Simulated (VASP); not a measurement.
Set up this calculation in VASP 6.6.1, as the native input.

- Task: single point
- Functional: PBEsol
- Potentials or basis: VASP PAW PBE potentials, release 64 (Si, Al)
- Cutoff: 520 eV
- k mesh: 13 × 9 × 1
- Occupations: fermi-dirac, width 0.1 eV
- Spin: no spin polarisation
- Dipole correction: yes
- Further INCAR settings: ALGO = Normal; EDIFF = 1e-07; NBANDS = 16

The structure of Al4Si (Al (110), 5 layers) lies in POSCAR:

```
Al4Si
1.0
    2.8388187244      0.0000000000      0.0000000000
    0.0000000000      4.0146959412      0.0000000000
    0.0000000000      0.0000000000     21.6776000000
Si Al
1 4
Direct
    0.0000000000      0.0000000000      0.3735785802
    0.5000000000      0.5000000000      0.4345880705
    0.0000000000      0.0000000000      0.4999999986
    0.5000000000      0.5000000000      0.5654119312
    0.0000000000      0.0000000000      0.6264214195
```

One way to write it, as run:

INCAR

```
PREC = Accurate ; ENCUT = 520
EDIFF = 1E-7 ; ISMEAR = -1
SIGMA = 0.1 ; LREAL = False
LASPH = True ; NELM = 100
ALGO = Normal ; ISIF = 2
LWAVE = False ; LCHARG = False
LDIPOL = True ; IDIPOL = 3
DIPOL = 0.5 0.5 0.500 ; GGA = PS
NBANDS = 16
```

KPOINTS

```
Automatic mesh
0
Gamma
  13 9 1
```

Potentials or basis: VASP PAW PBE potentials, release 64 (Si, Al).

Launch:

```console
$ cat potpaw_PBE.64/Si/POTCAR potpaw_PBE.64/Al/POTCAR > POTCAR
$ mpirun -np 1 vasp_std > vasp.out
```

It gave:

```
Largest force          : 0.779 eV/Å
Band gap on the k mesh : zero (band 8 reaches 0.50 eV, above the bottom of band 9 at -1.08 eV)
```

Caveat: the PAW data sets were made with another functional, which shifts forces and pressure a little.

Wall time 3.7 min on 1 thread of Intel Xeon 6975P-C, on a shared host, peak memory 0.38 GiB.
